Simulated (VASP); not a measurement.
A run of VASP 6.6.1 is set up as follows.

INCAR

```
SYSTEM = NaH
  PREC = Accurate
  ENCUT = 520
  EDIFF = 1E-6
  ISMEAR = 0
  SIGMA = 0.05
  LREAL = .FALSE.
  LASPH = .TRUE.
  NELM = 80
  ALGO = Normal
  ISIF = 2
  LWAVE = .FALSE.
  LCHARG = .TRUE.
  GGA = PE
  LELF = .TRUE.
  LVHAR = .TRUE.
  NBANDS = 11
```

KPOINTS

```
regular mesh
0
G
  8 8 8
  0 0 0
```

File POSCAR:

```
NaH
1.0
    0.0000000000      2.4400000000      2.4400000000
    2.4400000000      0.0000000000      2.4400000000
    2.4400000000      2.4400000000      0.0000000000
Na H
1 1
Direct
   -0.0230532787     -0.0230532787      0.0230532787
    0.5000000000      0.5000000000      0.5000000000
```

Potentials or basis: VASP PAW PBE potentials, release 64 (Na_pv, H).

The run is started by

```sh
$ cat potpaw_PBE.64/Na_pv/POTCAR potpaw_PBE.64/H/POTCAR > POTCAR
$ mpirun -np 1 vasp_std > vasp.out
```

(1) Estimate the band gap on the k mesh.

(2) What does it give for the pressure?

(3) Estimate the largest force.

Results:

(1) 3.71 eV, indirect (least direct gap 4.55 eV).

(2) -0.6 GPa.

(3) 0.092 eV/Å.

Caveat: the cell differs from its parent crystal (all Na atoms moved +0.113 Å, as atom 1 towards its neighbour atom 2 (H) at 2.440 Å).
